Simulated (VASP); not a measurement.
A run of VASP 6.6.1 is set up as follows.

Contents of INCAR:

```
SYSTEM = SnO2
PREC = Accurate
ENCUT = 520
EDIFF = 1E-7
ISMEAR = 0
SIGMA = 0.01
LREAL = .FALSE.
LASPH = .TRUE.
NELM = 60
ALGO = Normal
ISIF = 2
LWAVE = .FALSE.
LCHARG = .FALSE.
NBANDS = 35
```

Contents of KPOINTS:

```
Automatic mesh
0
G
  4 4 6
  0 0 0
```

File POSCAR:

```
SnO2
1.0
    4.7380000000      0.0000000000      0.0000000000
    0.0000000000      4.7380000000      0.0000000000
    0.0000000000      0.0000000000      3.1865000000
Sn O
2 4
Direct
    0.0000000000      0.0000000000      0.0000000000
    0.5000000000      0.5000000000      0.5000000000
    0.3071000000      0.3071000000      0.0000000000
    0.1929000000      0.8071000000      0.5000000000
    0.6929000000      0.6929000000      0.0000000000
    0.8071000000      0.1929000000      0.5000000000
```

Potentials or basis: VASP PAW LDA potentials, release 64 (Sn_d, O).

Command:

```bash
$ cat potpaw_LDA.64/Sn_d/POTCAR potpaw_LDA.64/O/POTCAR > POTCAR
$ mpirun -np 1 vasp_std > vasp.out
```

(1) Predict the largest force.

(2) What does it give for the band gap on the k mesh?

## Answers

(1) 0.180 eV/Å.

(2) 1.17 eV, direct.

Caveat: spin-orbit coupling is left out, which moves the levels of the heavy elements.
